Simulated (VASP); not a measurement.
# TiTe2 (P-3m1) in VASP: single point with PBE

Aim: the single point of TiTe2 with PBE.

Everything below comes from runs of VASP 6.6.1. Logs are shortened: lines on timing, memory, paths and dates and some standing lists are left out, and cuts for length are marked.

**1. The cell of the first run**

The structure is trigonal, space group P-3m1 (No. 164). The conventional cell has a = 3.777 Å, b = 3.777 Å, c = 6.498 Å, α = 90.00°, β = 90.00°, γ = 120.00°. Ti (site symmetry -3m) has 6 Te at 2.77 Å within 3.7 Å. Te (site symmetry 3m) has 3 Ti at 2.77 Å within 3.7 Å.

**2. Single point, PBE**

File INCAR:

```
PREC = Accurate
ENCUT = 520
EDIFF = 1E-6
ISMEAR = 0
SIGMA = 0.15
LREAL = False
LASPH = True
NELM = 60
ALGO = Normal
ISIF = 2
LWAVE = False
LCHARG = False
GGA = PE
NBANDS = 19
```

File KPOINTS:

```
regular mesh
0
Gamma
  12 12 8
```

File POSCAR:

```
TiTe2
1.0
    3.7770008876      0.0000000000      0.0000000000
   -1.8885004438      3.2709787188      0.0000000000
    0.0000000000      0.0000000000      6.4980000000
Ti Te
1 2
Direct
    0.0000000000      0.0000000000      0.0000000000
    0.6666666667      0.3333333333      0.2628000000
    0.3333333333      0.6666666667      0.7372000000
```

Potentials or basis: VASP PAW PBE potentials, release 64 (Ti_sv, Te).

Launch:

```sh
> cat potpaw_PBE.64/Ti_sv/POTCAR potpaw_PBE.64/Te/POTCAR > POTCAR
> mpirun -np 1 vasp_std > vasp.out
```

OUTCAR:

```text
PREC = Accurate
   ENCUT = 520
   EDIFF = 1E-6
   ISMEAR = 0
   LREAL = False
   LASPH = True
   NELM = 60
   ISIF = 2
   GGA = PE

 ion  position               nearest neighbor table
   1  0.000  0.000  0.000-   2 2.77   3 2.77   2 2.77   3 2.77   2 2.77   3 2.77
   2  0.667  0.333  0.263-   1 2.77   1 2.77   1 2.77
   3  0.333  0.667  0.737-   1 2.77   1 2.77   1 2.77

  LATTYP: Found a hexagonal cell.
 ALAT       =     3.7770008876
 C/A-ratio  =     1.7204126219

  Lattice vectors:

 A1 = (   3.7770008876,   0.0000000000,   0.0000000000)
 A2 = (  -1.8885004438,   3.2709787188,   0.0000000000)
 A3 = (   0.0000000000,   0.0000000000,   6.4980000000)

Analysis of symmetry for initial positions (statically):
=====================================================================
 Subroutine PRICEL returns:
 Original cell was already a primitive cell.

 Routine SETGRP: Setting up the symmetry group for a
 hexagonal supercell.

 Subroutine GETGRP returns: Found 12 space group operations
 (whereof 12 operations were pure point group operations)
 out of a pool of 24 trial point group operations.

The static configuration has the point symmetry D_3d.

Analysis of symmetry for dynamics (positions and initial velocities):
=====================================================================
 Subroutine PRICEL returns:
 Original cell was already a primitive cell.

 Routine SETGRP: Setting up the symmetry group for a
 hexagonal supercell.

 Subroutine GETGRP returns: Found 12 space group operations
 (whereof 12 operations were pure point group operations)
 out of a pool of 24 trial point group operations.

The dynamic configuration has the point symmetry D_3d.

 Subroutine INISYM returns: Found 12 space group operations
 (whereof 12 operations are pure point group operations),
 and found     1 'primitive' translations

----------------------------------------------------------------------------------------

                                     Primitive cell

  volume of cell :      80.2795

  direct lattice vectors                    reciprocal lattice vectors
     3.777000888  0.000000000  0.000000000     0.264760330  0.152859448  0.000000000
    -1.888500444  3.270978719  0.000000000     0.000000000  0.305718895  0.000000000
     0.000000000  0.000000000  6.498000000     0.000000000  0.000000000  0.153893506

  length of vectors
     3.777000888  3.777000888  6.498000000     0.305718895  0.305718895  0.153893506

  position of ions in fractional coordinates (direct lattice)
     0.000000000  0.000000000  0.000000000
     0.666666667  0.333333333  0.262800000
     0.333333333  0.666666667  0.737200000

  ion indices of the primitive-cell ions
   primitive index   ion index
                 1           1
                 2           2
                 3           3

----------------------------------------------------------------------------------------

 KPOINTS: regular mesh

Automatic generation of k-mesh.
 Grid dimensions read from file:
 generate k-points for:   12   12    8

 Generating k-lattice:

  Cartesian coordinates                     Fractional coordinates (reciprocal lattice)
     0.022063361  0.012738287  0.000000000     0.083333333  0.000000000  0.000000000
     0.000000000  0.025476575  0.000000000     0.000000000  0.083333333  0.000000000
     0.000000000  0.000000000  0.019236688     0.000000000  0.000000000  0.125000000

  Length of vectors
     0.025476575  0.025476575  0.019236688

  Shift w.r.t. Gamma in fractional coordinates (k-lattice)
     0.000000000  0.000000000  0.000000000

 Subroutine IBZKPT returns following result:
 ===========================================

 Found    131 irreducible k-points:

 Following reciprocal coordinates:
            Coordinates               Weight
  0.000000  0.000000  0.000000      1.000000
  0.083333 -0.000000  0.000000      6.000000
  0.166667  0.000000  0.000000      6.000000
  0.250000  0.000000  0.000000      6.000000
  0.333333  0.000000  0.000000      6.000000
  0.416667  0.000000  0.000000      6.000000
[... 16 lines left out ...]
  0.166667  0.000000  0.125000      6.000000
  0.000000  0.166667  0.125000      6.000000
 [... further k-points ...]
   k-points           NKPTS =    131   k-points in BZ     NKDIM =    131   number of bands    NBANDS=     19
   number of dos      NEDOS =    301   number of ions     NIONS =      3
   total plane-waves  NPLWV =  37632
   dimension x,y,z NGX =    28 NGY =   28 NGZ =   48
   dimension x,y,z NGXF=    56 NGYF=   56 NGZF=   96
   ions per type =               1   2
   NGX,Y,Z   is equivalent  to a cutoff of  12.32, 12.32, 12.28 a.u.
   NGXF,Y,Z  is equivalent  to a cutoff of  24.65, 24.65, 24.56 a.u.
 SYSTEM =  unknown system
   PREC   = accura    normal or accurate (medium, high low for compatibility)
   ISTART =      0    job   : 0-new  1-cont  2-samecut
   ICHARG =      2    charge: 1-file 2-atom 10-const
   ISPIN  =      1    spin polarized calculation?
   LNONCOLLINEAR =      F non collinear calculations
   LSORBIT =      F    spin-orbit coupling
   LASPH  =      T    aspherical Exc in radial PAW
   ENCUT  =  520.0 eV  38.22 Ry    6.18 a.u.   7.02  7.02 12.08*2*pi/ulx,y,z
   NELM   =     60;   NELMIN=  2; NELMDL= -5     # of ELM steps
   EDIFF  = 0.1E-05   stopping-criterion for ELM
   LREAL  =      F    real-space projection
   EDIFFG = 0.1E-04   stopping-criterion for IOM
   NSW    =      0    number of steps for IOM
   IBRION =     -1    ionic relax: 0-MD 1-quasi-New 2-CG
   NFREE  =      0    steps in history (QN), initial steepest desc. (CG)
   ISIF   =      2    stress and relaxation
   ISYM   =      2    0-nonsym 1-usesym 2-fastsym
   POTIM  = 0.5000    time-step for ionic-motion
   TEBEG  =    0.0;   TEEND  =   0.0 temperature during run
   PSTRESS=    0.0 pullay stress
   NELECT =      24.0000    total number of electrons
   NUPDOWN=      -1.0000    fix difference up-down
   EMIN   =  10.00;   EMAX   =-10.00  energy-range for DOS
   EFERMI =   0.00;   METHOD = LEGACY
   ISMEAR =     0;   SIGMA  =   0.15  broadening in eV -4-tet -1-fermi 0-gaus
   EFERMI_NEDOS =   21; number of points for ismear=-14 and -15
   IALGO  =     38    algorithm
   IMIX   =      4    mixing-type and parameters
     AMIX     =   0.40;   BMIX     =  1.00
     AMIX_MAG =   1.60;   BMIX_MAG =  1.00
  volume/ion in A,a.u.               =      26.76       180.58
  Fermi-wavevector in a.u.,A,eV,Ry     =   1.094655  2.068597 16.303433  1.198269
  Thomas-Fermi vector in A             =   2.230963
   LORBIT       =      0    0 simple, 1 ext, 2 COOP (PROOUT), +10 PAW based schemes
   GGA     = PE    functional components
   LHFCALC =     F    Hartree Fock is set to
   AEXX    =    0.0000 exact exchange contribution
   IVDW    =     0    specifies the selected vdW correction
   LEPSILON=     F    determine dielectric tensor
   LRPA    =     F    only Hartree local field effects (RPA)
 non-spin polarized calculation
 Gauss-broadening in eV      SIGMA  =   0.15
  energy-cutoff  :      520.00
  volume of cell :       80.28
 maximum number of plane-waves:      2181
   NGX = 13   NGY = 13   NGZ = 25

 number of electron      23.9999998 magnetization

 Free energy of the ion-electron system (eV)
  ---------------------------------------------------
  ext. energy  EPLUGINS =         0.00000000
  ---------------------------------------------------
  free energy    TOTEN  =       -16.21134070 eV

  energy without entropy =      -16.19617543  energy(sigma->0) =      -16.20375807

 E-fermi :   6.8371     XC(G=0):  -9.8601

 val. band max:        6.8294082395   @ k =   0.5000   0.0000   0.1250
 cond. band min:       6.8417142136   @ k =   0.5000   0.0000   0.0000
 fundamental gap:      0.0123059741
 Fermi energy:         6.8370929035

 k-point     1 :       0.0000    0.0000    0.0000
  band No.  band energies     occupation
      1     -50.6613      2.00000
      2     -26.9205      2.00000
      3     -26.9205      2.00000
      4     -26.8760      2.00000
      5      -5.5831      2.00000
      6      -4.0804      2.00000
[... 11 lines left out ...]
     18      11.9226      0.00000
     19      12.7564      0.00000

 k-point     2 :       0.0833   -0.0000    0.0000
  band No.  band energies     occupation
      1     -50.6611      2.00000
      2     -26.9233      2.00000
      3     -26.9212      2.00000
      4     -26.8753      2.00000
      5      -5.5061      2.00000
      6      -4.0407      2.00000
[... 11 lines left out ...]
     18      12.4732      0.00000
     19      13.1603      0.00000

 k-point     3 :       0.1667    0.0000    0.0000
  band No.  band energies     occupation
      1     -50.6606      2.00000
      2     -26.9310      2.00000
      3     -26.9229      2.00000
      4     -26.8736      2.00000
      5      -5.2818      2.00000
      6      -3.9299      2.00000
[... 11 lines left out ...]
     18      12.9093      0.00000
     19      13.7505      0.00000

 k-point     4 :       0.2500    0.0000    0.0000
  band No.  band energies     occupation
      1     -50.6598      2.00000
      2     -26.9414      2.00000
      3     -26.9253      2.00000
      4     -26.8712      2.00000
      5      -4.9322      2.00000
      6      -3.7755      2.00000
[... 11 lines left out ...]
     18      12.5725      0.00000
     19      13.3601      0.00000

 k-point     5 :       0.3333    0.0000    0.0000
  band No.  band energies     occupation
      1     -50.6591      2.00000
      2     -26.9518      2.00000
      3     -26.9277      2.00000
      4     -26.8687      2.00000
      5      -4.5026      2.00000
      6      -3.6304      2.00000
[... 11 lines left out ...]
     18      12.3264      0.00000
     19      12.7017      0.00000
[... 334 lines left out ...]
      2     -26.9233      2.00000
      3     -26.9212      2.00000
      4     -26.8754      2.00000
      5      -5.4661      2.00000
      6      -4.1187      2.00000
[... 11 lines left out ...]
     18      12.4912      0.00000
     19      13.4421      0.00000

 k-point    22 :       0.0000    0.0833    0.1250
  band No.  band energies     occupation
      1     -50.6611      2.00000
      2     -26.9233      2.00000
      3     -26.9212      2.00000
      4     -26.8754      2.00000
      5      -5.4656      2.00000
      6      -4.1198      2.00000
[... 11 lines left out ...]
     18      12.5129      0.00000
     19      13.4089      0.00000

 k-point    23 :       0.1667    0.0000    0.1250
  band No.  band energies     occupation
      1     -50.6606      2.00000
      2     -26.9310      2.00000
      3     -26.9229      2.00000
      4     -26.8736      2.00000
      5      -5.2454      2.00000
      6      -3.9962      2.00000
[... 11 lines left out ...]
     18      12.7590      0.00000
     19      13.5700      0.00000

 k-point    24 :       0.0000    0.1667    0.1250
  band No.  band energies     occupation
      1     -50.6606      2.00000
      2     -26.9310      2.00000
      3     -26.9229      2.00000
      4     -26.8736      2.00000
      5      -5.2413      2.00000
      6      -4.0046      2.00000
[... 11 lines left out ...]
     18      13.0885      0.00000
     19      13.6558      0.00000

 [... further k-points ...]
[... 5 lines left out ...]
  --------------------------------------------------------------------------------------
  -------------------------------------------------------------------------------------
  Total        0.2915460      0.2915460      0.7789436      0.0000000     -0.0000000      0.0000000
  in kB        5.8185279      5.8185279     15.5457638      0.0000000     -0.0000000      0.0000000
  external PRESSURE =       9.0609398 kB  Pullay stress =       0.0000000 kB

 VOLUME and BASIS-vectors are now :
 -----------------------------------------------------------------------------
  energy-cutoff  :      520.00
  volume of cell :       80.28
      direct lattice vectors                 reciprocal lattice vectors
     3.777000888  0.000000000  0.000000000     0.264760330  0.152859448  0.000000000
    -1.888500444  3.270978719  0.000000000     0.000000000  0.305718895  0.000000000
     0.000000000  0.000000000  6.498000000     0.000000000  0.000000000  0.153893506

 POSITION                                       TOTAL-FORCE (eV/Angst)
 -----------------------------------------------------------------------------------
      0.00000      0.00000      0.00000         0.000000      0.000000      0.000000
      1.88850      1.09033      1.70767         0.000000      0.000000      0.039506
     -0.00000      2.18065      4.79033        -0.000000     -0.000000     -0.039506
 -----------------------------------------------------------------------------------
    total drift:                                0.000000     -0.000000      0.000000

  FREE ENERGIE OF THE ION-ELECTRON SYSTEM (eV)
  ---------------------------------------------------
  free  energy   TOTEN  =       -16.2113407041 eV

  energy  without entropy=      -16.1961754319  energy(sigma->0) =      -16.20375807
```

Wall time 2.5 min (1 thread of Intel Xeon Platinum 8488C (Sapphire Rapids), shared host); peak memory 0.32 GiB.

What came out:

```
Free energy            : -16.2113 eV
Pressure               : 0.9 GPa
Largest force          : 0.040 eV/Å
Band gap on the k mesh : zero (band 12 reaches 7.21 eV, above the bottom of band 13 at 6.55 eV)
```

Forces on the atoms (eV/Å):
```
Ti   0.000  0.000  0.000
Te   0.000  0.000  0.040
Te   0.000  0.000 -0.040
```

Levels at points of the mesh, in eV from the Fermi level:
```
           k point  band 8  band 9  band 10  band 11  band 12  band 13  band 14  band 15  band 16  band 17
(0.00, 0.00, 0.00)   -1.70   -1.70     0.33     0.38     0.38     0.56     1.05     1.05     3.04     3.04
(0.50, 0.00, 0.00)   -3.71   -2.73    -2.41    -1.77    -1.15     0.00     1.12     1.46     2.39     3.33
(0.00, 0.00, 0.50)   -2.66   -1.63    -1.63     0.37     0.37     0.74     0.74     1.01     3.47     3.47
(0.50, 0.00, 0.50)   -4.56   -2.42    -2.04    -0.99    -0.63    -0.29     1.12     1.44     2.59     3.47
```

Caveat: spin-orbit coupling is left out, which moves the levels of the heavy elements; this functional lacks dispersion, which binds the layers, so the pressure and a relaxed spacing across them are unreliable.
